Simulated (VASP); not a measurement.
Zr: single point with LDA

Crystal: Zr.

```
CELL_PARAMETERS angstrom
3.01281 0.00000 0.00000
-1.50641 2.60917 0.00000
0.00000 0.00000 4.87715
ATOMIC_POSITIONS crystal
Zr 0.33333 0.66667 0.25000
Zr 0.66667 0.33333 0.75000
```

| Property | Result |
| --- | --- |
| Program | VASP 6.6.1 |
| Task | single point |
| Functional | LDA |
| Potentials or basis | VASP PAW LDA potentials, release 64 (Zr_sv) |
| Cutoff | 520 eV |
| k mesh | 19 × 19 × 10 |
| Occupations | fermi-dirac, width 0.1 eV |
| Spin | no spin polarisation |
| Dipole correction | no |
| Further INCAR settings | ALGO = Normal; EDIFF = 1e-06; NBANDS = 19 |

```
Pressure               : 16.5 GPa
Band gap on the k mesh : zero (bands 12 and 13 overlap by 1.36 eV)
```

Stress tensor (GPa, compression positive):
```
15.55  0.00  0.00
 0.00 15.55  0.00
 0.00  0.00 18.35
```

Levels at points of the mesh, in eV from the Fermi level:
```
           k point  band 8  band 9  band 10  band 11  band 12  band 13  band 14  band 15  band 16  band 17
(0.00, 0.00, 0.00)  -25.51   -5.83    -3.55     0.89     0.89     0.90     1.74     1.74     2.09     2.63
(0.00, 0.00, 0.50)  -25.62   -3.93    -3.93     0.02     0.02     0.81     0.81     0.81     0.81     4.86
```

Run time: 44 s on 1 thread of Intel(R) Xeon(R) 6975P-C (Granite Rapids), on a shared host, peak memory 0.25 GiB.

Caveat: the cell stands under pressure.
